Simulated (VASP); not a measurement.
Set up this calculation in VASP 6.6.1, as the native input.

| Quantity | Value |
| --- | --- |
| Task | single point |
| Functional | PBE |
| Potentials or basis | VASP PAW PBE potentials, release 64 (Co) |
| Cutoff | 520 eV |
| k mesh | 13 × 13 × 13 |
| Occupations | fermi-dirac, width 0.05 eV |
| Spin | collinear spin, ferromagnetic start |
| Starting moments | [2.0] μB |
| Dipole correction | no |
| Further INCAR settings | ALGO = Normal; EDIFF = 1e-07; NBANDS = 14 |

The structure of Co lies in POSCAR:

```
Co
1.0
   -1.4116071581      1.4116071581      1.4116071581
    1.4116071581     -1.4116071581      1.4116071581
    1.4116071581      1.4116071581     -1.4116071581
Co
1
Direct
    0.0000000000      0.0000000000      0.0000000000
```

This isn't the form of Co at room conditions, which is hcp.

One way to write it, as run:

INCAR

```
SYSTEM = Co
PREC = Accurate ; ENCUT = 520
EDIFF = 1E-7 ; ISMEAR = -1
SIGMA = 0.05 ; LREAL = .False.
LASPH = .True. ; NELM = 150
ALGO = Normal ; ISIF = 2
LWAVE = .False. ; LCHARG = .False.
ISPIN = 2 ; MAGMOM = 2
LORBIT = 11 ; LMAXMIX = 4
GGA = PE ; NBANDS = 14
```

KPOINTS

```
Automatic mesh
0
Gamma
  13 13 13
  0 0 0
```

Potentials or basis: VASP PAW PBE potentials, release 64 (Co).

Launch:

```console
$ cat potpaw_PBE.64/Co/POTCAR > POTCAR
$ mpirun -np 1 vasp_std > vasp.out
```

Results of the run:

| Property | Result |
| --- | --- |
| Pressure | -4.1 GPa |
| Net moment | 1.70 μB per cell |
| Site moments | Co +1.73 μB |
| Valence electrons inside the program's atomic spheres | Co 8.20 |

Caveat: the cell stands under tension.

It took 18 s on 1 thread of Intel(R) Xeon(R) Platinum 8559C (Emerald Rapids), with other jobs on the host, peak memory 0.14 GiB.
